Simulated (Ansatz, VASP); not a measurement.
Ag in VASP and in Ansatz

INCAR

```
ALGO = Normal
EDIFF = 1E-6
EDIFFG = -0.002
ENCUT = 600
GGA = CA
IBRION = 2
ISIF = 3
ISMEAR = 0
LASPH = T
LCHARG = F
LREAL = F
LWAVE = F
NELM = 60
NSW = 100
PREC = Accurate
SIGMA = 0.1
```

File KPOINTS:

```
k-points
0
Gamma
  16 16 16
```

The input POSCAR:

```
Ag
1.0
    0.0000000000      2.0046159245      2.0046159245
    2.0046159245      0.0000000000      2.0046159245
    2.0046159245      2.0046159245      0.0000000000
Ag
1
Direct
    0.0000000000      0.0000000000      0.0000000000
```

Input for Ansatz:

```yaml
crystal:
  lattice:
    - [0.0, 2.0046159245, 2.0046159245]
    - [2.0046159245, 0.0, 2.0046159245]
    - [2.0046159245, 2.0046159245, 0.0]
  atoms:
    - { symbol: Ag, position: [0.0, 0.0, 0.0] }
basis:
  ecutwfc: 420
kpoints:
  mp_grid: { grid: [16, 16, 16] }
hamiltonian:
  xc: lda
  pseudopotentials: { kind: paw, azcp: { folder: soft_1 } }
scf:
  occupations: { method: gaussian, width: 0.1 }
output:
  forces: true
  stress: true
  eigenvalues: true
relax:
  adjacent_minimum: "off"
  f_tol: 0.002
  max_steps: 80
  cell: { stress_tol: 0.02 }
```

Alike in both runs: task relaxation of cell and atoms; functional LDA; k mesh 16 × 16 × 16; occupations gaussian, width 0.1 eV; no spin polarisation.

|  | VASP | Ansatz |
| --- | --- | --- |
| version | VASP 6.6.1 | Ansatz 0.2.0 |
| potentials or method | VASP PAW LDA potentials, release 64 (Ag), cutoff 600 eV | scalar-relativistic, plane waves, PAW |
| valence electrons in the cell | 11 | 19 |

|  | VASP | Ansatz | Ansatz less VASP |
| --- | --- | --- | --- |
| gap on the k mesh at the Fermi level, each at its own relaxed structure (eV) | none | none | - |
| relaxed volume (Å³/atom) | 16.03 | 16.02 | -0.011 |
| relaxed cell length with the largest relative difference (Å) | 2.830 | 2.830 | -0.0006 |

Ansatz warns that its potentials were made for another functional, while VASP's fit it. LDA's correlation is that of Perdew and Zunger in VASP and of Perdew and Wang (1992) in Ansatz. A gap of «none» marks a metal or a gap that the smearing closes. VASP's potentials hold 11 valence electrons a cell and Ansatz's 19, so a difference there can come from the potentials and not from the codes.
